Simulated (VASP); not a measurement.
## Ga4SbAs3: relaxation of cell and atoms with PBE

Ga4SbAs3:

```
Ga Sb As
1.0
     4.17762    0.00000    0.00000
     0.00000    4.17762    0.00000
     0.00000    0.00000   11.61192
Ga Sb As
4 1 3
Direct
  0.50000 0.00000 0.63858
  0.00000 0.50000 0.87955
  0.50000 0.00000 0.12045
  0.00000 0.50000 0.36142
  0.00000 0.00000 0.50000
  0.00000 0.00000 0.00000
  0.50000 0.50000 0.24124
  0.50000 0.50000 0.75876
```

```yaml
Program: VASP 6.6.1
Task: relaxation of cell and atoms
Functional: PBE
Potentials_or_basis: VASP PAW PBE potentials, release 64 (Ga_d, Sb, As)
Cutoff: 600 eV
k_mesh: 10 × 10 × 4
Occupations: gaussian, width 0.1 eV
Spin: no spin polarisation
Dipole_correction: no
Further_INCAR_settings: ALGO = Fast; EDIFF = 1e-06; IBRION = 2; EDIFFG = -0.01; NSW = 100; ISIF = 3
```

| Item | Value |
| --- | --- |
| Relaxed volume | 25.28 Å³/atom |
| Relaxed cell | a = 4.151 Å, b = 4.151 Å, c = 11.738 Å, α = 90.00°, β = 90.00°, γ = 90.00° |
| Space group after relaxing (to 0.1 Å) | P-4m2 (No. 115) |
| Energy gained by relaxing | 0.8 meV/atom |
| Ionic steps | 8 |
| Pressure after relaxing | 0.0 GPa |
| Band gap on the k mesh | zero (filled and empty bands touch) |

Forces on the atoms (eV/Å):
```
Ga   0.000  0.000 -0.003
Ga   0.000  0.000 -0.003
Ga   0.000  0.000  0.003
Ga   0.000  0.000  0.003
Sb   0.000  0.000  0.000
As   0.000  0.000  0.000
As   0.000  0.000  0.001
As   0.000  0.000 -0.001
```

Step by step:
| step | energy change (eV) | largest force (eV/Å) | pressure (GPa) | volume (Å³) |
| --- | --- | --- | --- | --- |
| 1 | 0.0000 | 0.0354 | -0.12 | 202.66 |
| 2 | -0.0041 | 0.0107 | 0.05 | 202.08 |
| 3 | -0.0057 | 0.0256 | 0.25 | 201.34 |
| 4 | -0.0058 | 0.0173 | 0.23 | 201.44 |
| 5 | -0.0065 | 0.0093 | -0.07 | 202.51 |
| 6 | -0.0066 | 0.0112 | 0.00 | 202.26 |
| 7 | -0.0066 | 0.0110 | 0.00 | 202.27 |
| 8 | -0.0066 | 0.0028 | -0.02 | 202.26 |

Final structure:
```
Ga Sb As
1.0
     4.15102    0.00000    0.00000
     0.00000    4.15102    0.00000
     0.00000    0.00000   11.73839
Ga Sb As
4 1 3
Direct
  0.50000 0.00000 0.63844
  0.00000 0.50000 0.87964
  0.50000 0.00000 0.12036
  0.00000 0.50000 0.36156
  0.00000 0.00000 0.50000
  0.00000 0.00000 0.00000
  0.50000 0.50000 0.24100
  0.50000 0.50000 0.75900
```

Levels at points of the mesh, in eV from the Fermi level:
```tsv
k point	band 34	band 35	band 36	band 37	band 38	band 39
(0.00, 0.00, 0.00)	-0.23	-0.17	-0.05	-0.05	1.22	1.32
(0.50, 0.00, 0.00)	-1.25	-1.21	-0.52	0.32	0.68	2.01
(0.50, 0.50, 0.00)	-2.63	-2.63	-2.50	1.29	1.31	1.31
(0.00, 0.00, 0.50)	-0.97	-0.44	-0.44	1.11	1.17	1.65
(0.50, 0.00, 0.50)	-1.51	-1.49	-0.52	1.33	1.44	1.51
(0.50, 0.50, 0.50)	-2.99	-2.94	-2.77	2.18	2.18	2.26
```

Wall time 60 min on 1 thread of Oxide Virtual Turin-like Processor (shared host), peak memory 0.75 GiB.

Caveat: semilocal functionals underestimate gaps, so a narrow gap can read as zero; spin-orbit coupling is left out, which moves the levels of the heavy elements.
